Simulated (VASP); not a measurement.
# La2O3 (P-3m1) in VASP: a series of runs

La2O3 is run at these levels: PBEsol; tasks: single point.

Program: VASP 6.6.1. These are calculated values, not measurements. Logs are shortened: lines on timing, memory, paths and dates and some standing lists are left out, and cuts for length are marked.

## (1) The cell of the first run

Symmetry: P-3m1, No. 164, trigonal system. The conventional cell has a = 3.898 Å, b = 3.898 Å, c = 6.061 Å, α = 90.00°, β = 90.00°, γ = 120.00°. Within 3.1 Å of La (site symmetry 3m) lie 7 O at 2.34 to 2.70 Å. Within 3.1 Å of O (site symmetry 3m) lie 4 La at 2.34 to 2.42 Å and 3 O at 2.86 Å. O (site symmetry -3m) has 6 La at 2.70 Å and 6 O at 3.11 Å within 3.6 Å.

## (2) Single point, PBEsol

INCAR

```
SYSTEM = La2O3
  ALGO = Normal
  EDIFF = 1E-6
  ENCUT = 520
  GGA = PS
  ISIF = 2
  ISMEAR = 0
  LASPH = .True.
  LCHARG = .True.
  LELF = .True.
  LREAL = .False.
  LVHAR = .True.
  LWAVE = .False.
  NBANDS = 28
  NELM = 60
  PREC = Accurate
  SIGMA = 0.01
```

KPOINTS

```
k-points
0
Gamma
  6 6 4
  0 0 0
```

POSCAR

```
La2O3
1.0
    3.8977446903      0.0000000000      0.0000000000
   -1.9488723452      3.3755453197      0.0000000000
    0.0000000000      0.0000000000      6.0605906136
La O
2 3
Direct
    0.6666666667      0.3333333333      0.7537640000
    0.3333333333      0.6666666667      0.2462360000
    0.6666666667      0.3333333333      0.3541090000
    0.3333333333      0.6666666667      0.6458910000
    0.0000000000      0.0000000000      0.0000000000
```

Potentials or basis: VASP PAW PBE potentials, release 64 (La, O).

The run is started by

```sh
cat potpaw_PBE.64/La/POTCAR potpaw_PBE.64/O/POTCAR > POTCAR
mpirun -np 1 vasp_std > vasp.out
```

OUTCAR:

```text
SYSTEM = La2O3
   EDIFF = 1E-6
   ENCUT = 520
   GGA = PS
   ISIF = 2
   ISMEAR = 0
   LASPH = .True.
   LREAL = .False.
   NELM = 60
   PREC = Accurate

 ion  position               nearest neighbor table
   1  0.667  0.333  0.754-   4 2.34   4 2.34   4 2.34   3 2.42   5 2.70   5 2.70   5 2.70
   2  0.333  0.667  0.246-   3 2.34   3 2.34   3 2.34   4 2.42   5 2.70   5 2.70   5 2.70
   3  0.667  0.333  0.354-   2 2.34   2 2.34   2 2.34   1 2.42
   4  0.333  0.667  0.646-   1 2.34   1 2.34   1 2.34   2 2.42
   5  0.000  0.000  0.000-   2 2.70   1 2.70   2 2.70   1 2.70   1 2.70   2 2.70

  LATTYP: Found a hexagonal cell.
 ALAT       =     3.8977446903
 C/A-ratio  =     1.5548967660

  Lattice vectors:

 A1 = (   3.8977446903,   0.0000000000,   0.0000000000)
 A2 = (  -1.9488723452,   3.3755453197,   0.0000000000)
 A3 = (   0.0000000000,   0.0000000000,   6.0605906136)

Analysis of symmetry for initial positions (statically):
=====================================================================
 Subroutine PRICEL returns:
 Original cell was already a primitive cell.

 Routine SETGRP: Setting up the symmetry group for a
 hexagonal supercell.

 Subroutine GETGRP returns: Found 12 space group operations
 (whereof 12 operations were pure point group operations)
 out of a pool of 24 trial point group operations.

The static configuration has the point symmetry D_3d.

Analysis of symmetry for dynamics (positions and initial velocities):
=====================================================================
 Subroutine PRICEL returns:
 Original cell was already a primitive cell.

 Routine SETGRP: Setting up the symmetry group for a
 hexagonal supercell.

 Subroutine GETGRP returns: Found 12 space group operations
 (whereof 12 operations were pure point group operations)
 out of a pool of 24 trial point group operations.

The dynamic configuration has the point symmetry D_3d.

 Subroutine INISYM returns: Found 12 space group operations
 (whereof 12 operations are pure point group operations),
 and found     1 'primitive' translations

----------------------------------------------------------------------------------------

                                     Primitive cell

  volume of cell :      79.7393

  direct lattice vectors                    reciprocal lattice vectors
     3.897744690  0.000000000  0.000000000     0.256558620  0.148124215  0.000000000
    -1.948872345  3.375545320  0.000000000     0.000000000  0.296248430  0.000000000
     0.000000000  0.000000000  6.060590614     0.000000000  0.000000000  0.165000421

  length of vectors
     3.897744690  3.897744171  6.060590614     0.296248390  0.296248430  0.165000421

  position of ions in fractional coordinates (direct lattice)
     0.666666667  0.333333333  0.753764000
     0.333333333  0.666666667  0.246236000
     0.666666667  0.333333333  0.354109000
     0.333333333  0.666666667  0.645891000
     0.000000000  0.000000000  0.000000000

  ion indices of the primitive-cell ions
   primitive index   ion index
                 1           1
                 2           2
                 3           3
                 4           4
                 5           5

----------------------------------------------------------------------------------------

 KPOINTS: k-points

Automatic generation of k-mesh.
 Grid dimensions read from file:
 generate k-points for:    6    6    4

 Generating k-lattice:

  Cartesian coordinates                     Fractional coordinates (reciprocal lattice)
     0.042759770  0.024687369  0.000000000     0.166666667  0.000000000  0.000000000
     0.000000000  0.049374738  0.000000000     0.000000000  0.166666667  0.000000000
     0.000000000  0.000000000  0.041250105     0.000000000  0.000000000  0.250000000

  Length of vectors
     0.049374732  0.049374738  0.041250105

  Shift w.r.t. Gamma in fractional coordinates (k-lattice)
     0.000000000  0.000000000  0.000000000

 Subroutine IBZKPT returns following result:
 ===========================================

 Found     24 irreducible k-points:

 Following reciprocal coordinates:
            Coordinates               Weight
  0.000000  0.000000  0.000000      1.000000
  0.166667 -0.000000  0.000000      6.000000
  0.333333  0.000000  0.000000      6.000000
  0.500000  0.000000  0.000000      3.000000
  0.166667  0.166667  0.000000      6.000000
  0.333333  0.166667  0.000000     12.000000
[... 16 lines left out ...]
  0.333333  0.166667  0.500000     12.000000
  0.333333  0.333333  0.500000      2.000000
   k-points           NKPTS =     24   k-points in BZ     NKDIM =     24   number of bands    NBANDS=     28
   number of dos      NEDOS =    301   number of ions     NIONS =      5
   total plane-waves  NPLWV =  43200
   dimension x,y,z NGX =    30 NGY =   30 NGZ =   48
   dimension x,y,z NGXF=    60 NGYF=   60 NGZF=   96
   ions per type =               2   3
[... 33 lines left out ...]
  volume/ion in A,a.u.               =      15.95       107.62
  Fermi-wavevector in a.u.,A,eV,Ry     =   1.300781  2.458119 23.021470  1.692030
  Thomas-Fermi vector in A             =   2.431957
   LORBIT       =      0    0 simple, 1 ext, 2 COOP (PROOUT), +10 PAW based schemes
   GGA     = PS    functional components
   LHFCALC =     F    Hartree Fock is set to
   AEXX    =    0.0000 exact exchange contribution
   IVDW    =     0    specifies the selected vdW correction
   LEPSILON=     F    determine dielectric tensor
   LRPA    =     F    only Hartree local field effects (RPA)
 non-spin polarized calculation
 Gauss-broadening in eV      SIGMA  =   0.01
  energy-cutoff  :      520.00
  volume of cell :       79.74
 maximum number of plane-waves:      2189
 NGX is ok and might be reduce to    30
   NGX = 15   NGY = 15   NGZ = 23

 number of electron      39.9999997 magnetization

 Free energy of the ion-electron system (eV)
  ---------------------------------------------------
  ext. energy  EPLUGINS =         0.00000000
  ---------------------------------------------------
  free energy    TOTEN  =       -43.70859190 eV

  energy without entropy =      -43.70859190  energy(sigma->0) =      -43.70859190

 E-fermi :   6.1707     XC(G=0): -10.8482

 val. band max:        6.0780181204   @ k =   0.5000   0.0000   0.5000
 cond. band min:       9.8568354882   @ k =   0.3333   0.3333   0.0000
 fundamental gap:      3.7788173678
 Fermi energy:         6.1706975537

 k-point     1 :       0.0000    0.0000    0.0000
  band No.  band energies     occupation
      1     -23.6085      2.00000
      2     -23.3279      2.00000
      3     -10.9151      2.00000
      4      -9.5926      2.00000
      5      -9.1263      2.00000
      6      -7.0704      2.00000
[... 20 lines left out ...]
     27      11.6610      0.00000
     28      11.9003      0.00000

 k-point     2 :       0.1667   -0.0000    0.0000
  band No.  band energies     occupation
      1     -23.5555      2.00000
      2     -23.3067      2.00000
      3     -10.9189      2.00000
      4     -10.0861      2.00000
      5      -9.4586      2.00000
      6      -7.1877      2.00000
[... 20 lines left out ...]
     27      11.8125      0.00000
     28      11.9060      0.00000

 k-point     3 :       0.3333    0.0000    0.0000
  band No.  band energies     occupation
      1     -23.4368      2.00000
      2     -23.2735      2.00000
      3     -11.1139      2.00000
      4     -10.8591      2.00000
      5      -9.5154      2.00000
      6      -7.3905      2.00000
[... 20 lines left out ...]
     27      11.7314      0.00000
     28      11.7538      0.00000

 k-point     4 :       0.5000    0.0000    0.0000
  band No.  band energies     occupation
      1     -23.3616      2.00000
      2     -23.2710      2.00000
      3     -11.2367      2.00000
      4     -11.2266      2.00000
      5      -9.2978      2.00000
      6      -7.7504      2.00000
[... 578 lines left out ...]
     27      11.6952      0.00000
     28      11.8447      0.00000

 k-point    23 :       0.3333    0.1667    0.5000
  band No.  band energies     occupation
      1     -23.3232      2.00000
      2     -23.3088      2.00000
      3     -11.3697      2.00000
      4     -11.1640      2.00000
      5      -9.4121      2.00000
      6      -7.5132      2.00000
[... 20 lines left out ...]
     27      11.7017      0.00000
     28      11.7229      0.00000

 k-point    24 :       0.3333    0.3333    0.5000
  band No.  band energies     occupation
      1     -23.2961      2.00000
      2     -23.2961      2.00000
      3     -11.3182      2.00000
      4     -11.3182      2.00000
      5      -9.6855      2.00000
      6      -7.7374      2.00000
[... 20 lines left out ...]
     27      11.6797      0.00000
     28      11.7208      0.00000

------------------------ aborting loop because EDIFF is reached ----------------------------------------

  FORCE on cell =-STRESS in cart. coord.  units (eV):
  Direction    XX          YY          ZZ          XY          YZ          ZX
  --------------------------------------------------------------------------------------
  -------------------------------------------------------------------------------------
  Total        0.1840459      0.1840458     -0.0554371     -0.0000000     -0.0000000      0.0000000
  in kB        3.6979792      3.6979779     -1.1138819     -0.0000000     -0.0000000      0.0000000
  external PRESSURE =       2.0940251 kB  Pullay stress =       0.0000000 kB

 VOLUME and BASIS-vectors are now :
 -----------------------------------------------------------------------------
  energy-cutoff  :      520.00
  volume of cell :       79.74
      direct lattice vectors                 reciprocal lattice vectors
     3.897744690  0.000000000  0.000000000     0.256558620  0.148124215  0.000000000
    -1.948872345  3.375545320  0.000000000     0.000000000  0.296248430  0.000000000
     0.000000000  0.000000000  6.060590614     0.000000000  0.000000000  0.165000421

 POSITION                                       TOTAL-FORCE (eV/Angst)
 -----------------------------------------------------------------------------------
      1.94887      1.12518      4.56826        -0.000000     -0.000000      0.095183
     -0.00000      2.25036      1.49234        -0.000000      0.000000     -0.095183
      1.94887      1.12518      2.14611         0.000000     -0.000000      0.033946
     -0.00000      2.25036      3.91448        -0.000000     -0.000000     -0.033946
      0.00000      0.00000      0.00000        -0.000000     -0.000000      0.000000
 -----------------------------------------------------------------------------------
    total drift:                               -0.000000      0.000000      0.000000

  FREE ENERGIE OF THE ION-ELECTRON SYSTEM (eV)
  ---------------------------------------------------
  free  energy   TOTEN  =       -43.7085919010 eV

  energy  without entropy=      -43.7085919010  energy(sigma->0) =      -43.70859190
```

Wall time 1.8 min (1 thread of AMD EPYC 7R43 (Zen 3), shared host); peak memory 0.18 GiB.

Results:

* Free energy: -43.7086 eV
* Pressure: 0.2 GPa
* Largest force: 0.095 eV/Å
* Band gap on the k mesh: 3.78 eV, indirect (least direct gap 3.86 eV)

Forces on the atoms (eV/Å):
```
La   0.000  0.000  0.095
La   0.000  0.000 -0.095
O    0.000  0.000  0.034
O    0.000  0.000 -0.034
O    0.000  0.000  0.000
```

Stress tensor (GPa, compression positive):
```
 0.37  0.00  0.00
 0.00  0.37  0.00
 0.00  0.00 -0.11
```

Levels at points of the mesh, in eV from the valence-band top:
| k point | band 18 | band 19 | band 20 | band 21 | band 22 | band 23 |
| --- | --- | --- | --- | --- | --- | --- |
| (0.00, 0.00, 0.00) | -0.42 | -0.42 | -0.15 | 4.30 | 4.62 | 4.62 |
| (0.50, 0.00, 0.00) | -0.68 | -0.41 | -0.32 | 3.83 | 4.80 | 5.34 |
| (0.00, 0.00, 0.50) | -0.86 | -0.31 | -0.31 | 4.78 | 4.81 | 4.81 |
| (0.50, 0.00, 0.50) | -0.77 | -0.37 | 0.00 | 4.46 | 4.65 | 5.23 |

Caveat: the PAW data sets were made with another functional, which shifts forces and pressure a little; spin-orbit coupling is left out, which moves the levels of the heavy elements. A k mesh can miss the band edges.

## (3) Single point, PBEsol

This run uses another cell than the first one, of 16.36 Å³/atom, 1.026 times its volume.

INCAR

```
SYSTEM = La2O3
  PREC = Accurate
  ENCUT = 520
  EDIFF = 1E-6
  ISMEAR = 0
  SIGMA = 0.01
  LREAL = .FALSE.
  LASPH = .TRUE.
  NELM = 100
  ALGO = Normal
  ISIF = 2
  LWAVE = .FALSE.
  LCHARG = .FALSE.
  GGA = PS
  NBANDS = 28
```

KPOINTS

```
Automatic mesh
0
G
  6 6 4
  0 0 0
```

POSCAR, as its differences from that of step 2:

```diff
@@ -2,5 +2,5 @@
 1.0
-    3.8977446903      0.0000000000      0.0000000000
-   -1.9488723452      3.3755453197      0.0000000000
-    0.0000000000      0.0000000000      6.0605906136
+    3.9307780000      0.0000000000      0.0000000000
+   -1.9653890000      3.4041530000      0.0000000000
+    0.0000000000      0.0000000000      6.1119540000
 La O
```

Potentials or basis: VASP PAW PBE potentials, release 64 (La, O).

The run is started by

```sh
cat potpaw_PBE.64/La/POTCAR potpaw_PBE.64/O/POTCAR > POTCAR
mpirun -np 1 vasp_std > vasp.out
```

Run time: 1.8 min. Hardware: 1 thread of AMD EPYC 7R43 (Zen 3), shared host; peak memory 0.19 GiB.

It converged, with:

| Property | Result |
| --- | --- |
| Free energy | -43.6910 eV |
| Pressure | -3.2 GPa |
| Largest force | 0.101 eV/Å |
| Band gap on the k mesh | 3.78 eV, indirect (least direct gap 3.88 eV) |

Forces on the atoms (eV/Å):
```
La   0.000  0.000 -0.101
La   0.000  0.000  0.101
O    0.000  0.000  0.004
O    0.000  0.000 -0.004
O    0.000  0.000  0.000
```

Stress tensor (GPa, compression positive):
```
-3.34  0.00  0.00
 0.00 -3.34  0.00
 0.00  0.00 -2.96
```

Levels at points of the mesh, in eV from the valence-band top:
```
           k point  band 18  band 19  band 20  band 21  band 22  band 23
(0.00, 0.00, 0.00)    -0.39    -0.39    -0.12     4.24     4.57     4.57
(0.50, 0.00, 0.00)    -0.65    -0.42    -0.30     3.80     4.73     5.24
(0.00, 0.00, 0.50)    -0.81    -0.29    -0.29     4.71     4.74     4.74
(0.50, 0.00, 0.50)    -0.73    -0.37     0.00     4.40     4.60     5.12
```

Caveat: the PAW data sets were made with another functional, which shifts forces and pressure a little; spin-orbit coupling is left out, which moves the levels of the heavy elements. A k mesh can miss the band edges.

## (4) Single point, PBEsol

This run uses another cell than the first one, of 16.77 Å³/atom, 1.051 times its volume.

INCAR

```
SYSTEM = La2O3
PREC = Accurate
ENCUT = 520
EDIFF = 1E-6
ISMEAR = 0
SIGMA = 0.01
LREAL = .False.
LASPH = .True.
NELM = 80
ALGO = Normal
ISIF = 2
LWAVE = .False.
LCHARG = .False.
GGA = PS
NBANDS = 28
```

KPOINTS

```
regular mesh
0
Gamma
  6 6 4
  0 0 0
```

POSCAR, as its differences from that of step 3:

```diff
@@ -2,5 +2,5 @@
 1.0
-    3.9307780000      0.0000000000      0.0000000000
-   -1.9653890000      3.4041530000      0.0000000000
-    0.0000000000      0.0000000000      6.1119540000
+    3.9632652418      0.0000000000      0.0000000000
+   -1.9816326209      3.4322877717      0.0000000000
+    0.0000000000      0.0000000000      6.1624683073
 La O
```

The run is started by

```sh
cat potpaw_PBE.64/La/POTCAR potpaw_PBE.64/O/POTCAR > POTCAR
mpirun -np 1 vasp_std > vasp.out
```

Run time: 2.3 min. Hardware: 1 thread of AMD EPYC 7R43 (Zen 3), shared host; peak memory 0.18 GiB.

Results (log left out):

```
Free energy            : -43.6325 eV
Pressure               : -6.2 GPa
Largest force          : 0.279 eV/Å
Band gap on the k mesh : 3.77 eV, indirect (least direct gap 3.89 eV)
```

Forces on the atoms (eV/Å):
```
La   0.000  0.000 -0.279
La   0.000  0.000  0.279
O    0.000  0.000 -0.023
O    0.000  0.000  0.023
O    0.000  0.000  0.000
```

Stress tensor (GPa, compression positive):
```
-6.56  0.00  0.00
 0.00 -6.56  0.00
 0.00  0.00 -5.42
```

Levels at points of the mesh, in eV from the valence-band top:
```
           k point  band 17  band 18  band 19  band 20  band 21  band 22  band 23  band 24
(0.00, 0.00, 0.00)    -1.63    -0.35    -0.35    -0.08     4.18     4.51     4.51     4.95
(0.50, 0.00, 0.00)    -0.70    -0.62    -0.43    -0.27     3.77     4.66     5.13     5.13
(0.00, 0.00, 0.50)    -0.98    -0.77    -0.27    -0.27     4.64     4.66     4.66     4.89
(0.50, 0.00, 0.50)    -0.94    -0.68    -0.36     0.00     4.33     4.55     5.02     5.16
```

Caveat: the PAW data sets were made with another functional, which shifts forces and pressure a little; spin-orbit coupling is left out, which moves the levels of the heavy elements.

## (5) Single point, PBEsol

This run uses another cell than the first one, of 17.17 Å³/atom, 1.077 times its volume.

INCAR

```
  ALGO = Normal
  EDIFF = 1E-7
  ENCUT = 520
  GGA = PS
  ISIF = 2
  ISMEAR = 0
  LASPH = T
  LCHARG = F
  LREAL = F
  LWAVE = F
  NBANDS = 28
  NELM = 60
  PREC = Accurate
  SIGMA = 0.01
```

KPOINTS

```
k-points
0
Gamma
  6 6 4
```

POSCAR, as its differences from that of step 4:

```diff
@@ -2,5 +2,5 @@
 1.0
-    3.9632652418      0.0000000000      0.0000000000
-   -1.9816326209      3.4322877717      0.0000000000
-    0.0000000000      0.0000000000      6.1624683073
+    3.9952284386      0.0000000000      0.0000000000
+   -1.9976142193      3.4599687072      0.0000000000
+    0.0000000000      0.0000000000      6.2121677786
 La O
```

The run is started by

```sh
cat potpaw_PBE.64/La/POTCAR potpaw_PBE.64/O/POTCAR > POTCAR
mpirun -np 1 vasp_std > vasp.out
```

Wall time 2.1 min (1 thread of AMD EPYC 7R43 (Zen 3), shared host); peak memory 0.19 GiB.

The run converged. Its results:

```yaml
Free_energy: -43.5383 eV
Pressure: -8.8 GPa
Largest_force: 0.442 eV/Å
Band_gap_on_the_k_mesh: 3.73 eV, indirect (least direct gap 3.89 eV)
```

Forces in eV/Å, atoms in the order of the input:
```
La   0.000  0.000 -0.442
La   0.000  0.000  0.442
O    0.000  0.000 -0.049
O    0.000  0.000  0.049
O    0.000  0.000  0.000
```

Stress tensor (GPa, compression positive):
```
-9.40  0.00  0.00
 0.00 -9.40  0.00
 0.00  0.00 -7.59
```

Levels at points of the mesh, in eV from the valence-band top:
| k point | band 18 | band 19 | band 20 | band 21 | band 22 | band 23 |
| --- | --- | --- | --- | --- | --- | --- |
| (0.00, 0.00, 0.00) | -0.33 | -0.33 | -0.05 | 4.11 | 4.45 | 4.45 |
| (0.50, 0.00, 0.00) | -0.60 | -0.44 | -0.25 | 3.73 | 4.58 | 5.02 |
| (0.00, 0.00, 0.50) | -0.72 | -0.25 | -0.25 | 4.56 | 4.58 | 4.58 |
| (0.50, 0.00, 0.50) | -0.64 | -0.36 | 0.00 | 4.27 | 4.49 | 4.92 |

Caveat: the PAW data sets were made with another functional, which shifts forces and pressure a little; spin-orbit coupling is left out, which moves the levels of the heavy elements.

## (6) The runs side by side

```tsv
cell	gap on the mesh (eV)	pressure (GPa)	largest force (eV/Å)
a = 3.898, b = 3.898, c = 6.061 Å, angles 90.0, 90.0, 120.0°, 5 atoms	3.78	0.2	0.10
a = 3.931, b = 3.931, c = 6.112 Å, angles 90.0, 90.0, 120.0°, 5 atoms	3.78	-3.2	0.10
a = 3.963, b = 3.963, c = 6.162 Å, angles 90.0, 90.0, 120.0°, 5 atoms	3.77	-6.2	0.28
a = 3.995, b = 3.995, c = 6.212 Å, angles 90.0, 90.0, 120.0°, 5 atoms	3.73	-8.8	0.44
```

Alike in all rows: task single point; level PBEsol; potentials or basis VASP PAW PBE potentials, release 64 (La, O); no spin polarisation; k mesh 6 × 6 × 4; cutoff (eV) 520; smearing gaussian 0.01 eV.

Caveats: the PAW data sets were made with another functional, which shifts forces and pressure a little; spin-orbit coupling is left out, which moves the levels of the heavy elements.

Total energies depend on the potentials used, so only differences within one code and one set of settings carry meaning.
